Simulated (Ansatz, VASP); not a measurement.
## One calculation of ZrS, two programs

```
CELL_PARAMETERS angstrom
0.00000 2.61284 2.61284
2.61284 0.00000 2.61284
2.61284 2.61284 0.00000
ATOMIC_POSITIONS crystal
Zr 0.00000 0.00000 0.00000
S 0.50000 0.50000 0.50000
```

Alike in both runs: functional r2SCAN; k mesh 14 × 14 × 14; occupations fermi-dirac, width 0.08 eV; no spin polarisation.

Ansatz relaxed the structure, and its values are those at the end. VASP's run is a single point on that final structure, the one shown.

|  | VASP | Ansatz |
| --- | --- | --- |
| version | VASP 6.6.1 | Ansatz 0.2.0 |
| potentials or method | VASP PAW PBE potentials, release 64 (Zr_sv, S) | PAW with Ansatz's default frozen-core files, scalar-relativistic |
| plane-wave cutoff (eV) | 520 | 500 |
| valence electrons in the cell | 18 | 18 |

```csv
,VASP,Ansatz,Ansatz less VASP
pressure (GPa),0.0,0.0,0.00
```

VASP's potentials were made for PBE, not for r2SCAN.
